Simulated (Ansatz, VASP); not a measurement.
# AlGa3N4 in VASP and in Ansatz

```
Al Ga N
1.0
     5.14235    0.00000    0.00012
     0.00000    3.16498    0.00000
    -0.00359    0.00000    5.47849
Al Ga N
1 3 4
Cartesian
  0.0007 1.5825 3.6561
  2.5654 1.5825 1.8349
  2.5632 0.0000 4.5557
  5.1410 0.0000 0.9105
  0.6142 1.5825 1.8632
  0.6020 0.0000 4.5273
  3.1899 0.0000 0.9107
  3.2436 1.5825 3.6559
```

Alike in both runs: task single point; functional PBEsol; k mesh 6 × 8 × 6; occupations gaussian, width 0.05 eV; no spin polarisation.

```csv
,VASP,Ansatz
version,VASP 6.6.1,Ansatz 0.2.0
potentials or method,"VASP PAW PBE potentials, release 64 (Al, Ga_d, N), cutoff 520 eV","scalar-relativistic, plane waves, PAW"
valence electrons in the cell,62,62
```

VASP gave:

```
gap on the k mesh at the Fermi level (eV) : 2.38
least direct gap on the mesh (eV)         : 2.38
pressure (GPa)                            : -0.1
rms of the force components (eV/Å)        : 0.004
```

Task: What did Ansatz give for the same quantities?

Result: gap on the k mesh at the Fermi level (eV): 2.36; least direct gap on the mesh (eV): 2.36; pressure (GPa): 0.0; rms of the force components (eV/Å): 0.002.

VASP's potentials were made for PBE, not for PBEsol. Atom by atom the forces differ by 0.004 eV/Å (rms over components). The functional is the same, so the differences come from potentials, cutoffs and numerics.
